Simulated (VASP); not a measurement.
The system is MgCd3.

```
Mg Cd
1.0
     0.00000    3.54033    3.54033
     3.54033    0.00000    3.54033
     3.54033    3.54033    0.00000
Mg Cd
1 3
Cartesian
  3.5403 3.5403 3.5403
  0.0000 0.0000 0.0000
  1.7702 1.7702 1.7702
  5.3105 5.3105 5.3105
```

Base run:

```yaml
Program: VASP 6.6.1
Functional: LDA
Potentials_or_basis: VASP PAW LDA potentials, release 64 (Mg, Cd)
Cutoff: 520 eV
k_mesh: 5 × 5 × 5
Occupations: fermi-dirac, width 0.15 eV
Spin: no spin polarisation
```

Its results: band gap on the k mesh zero (band 19 reaches 4.13 eV, above the bottom of band 20 at 1.15 eV); pressure -5.1 GPa.

**Question.** The run is repeated on the same cell with these changes: k mesh from 5 × 5 × 5 to 4 × 4 × 4. What comes out?

**Answer.** Band gap on the k mesh zero (band 19 reaches 4.13 eV, above the bottom of band 20 at 1.06 eV); pressure -4.7 GPa.

Caveats: some runs use coarse meshes.
